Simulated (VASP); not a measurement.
RbBr:

```
Rb Br
1.0
     0.00000    3.86950    3.86950
     3.94379    0.00000    3.86950
     3.94379    3.86950    0.00000
Rb Br
1 1
Direct
  0.00000 0.00000 0.00000
  0.25000 0.25000 0.25000
```

This cell differs from its parent crystal: uniaxial x strain +1.9%.

Base run:

```yaml
Program: VASP 6.6.1
Functional: PBE
Potentials_or_basis: VASP PAW PBE potentials, release 64 (Rb_sv, Br)
Cutoff: 520 eV
k_mesh: 6 × 6 × 6
Occupations: fermi-dirac, width 0.02 eV
Spin: no spin polarisation
```

Its results: band gap on the k mesh 4.04 eV (least direct gap 4.12 eV); pressure 0.0 GPa.

**Question.** The run is repeated on the same cell with these changes: functional from PBE to r2SCAN; occupations from fermi-dirac, width 0.02 eV to gaussian, width 0.01 eV. What comes out?

**Answer.** Band gap on the k mesh 4.62 eV (least direct gap 4.70 eV); pressure -0.2 GPa.

Caveats: the PAW data sets were made with another functional, which shifts forces and pressure a little (at least some runs).

A k mesh can miss the band edges.
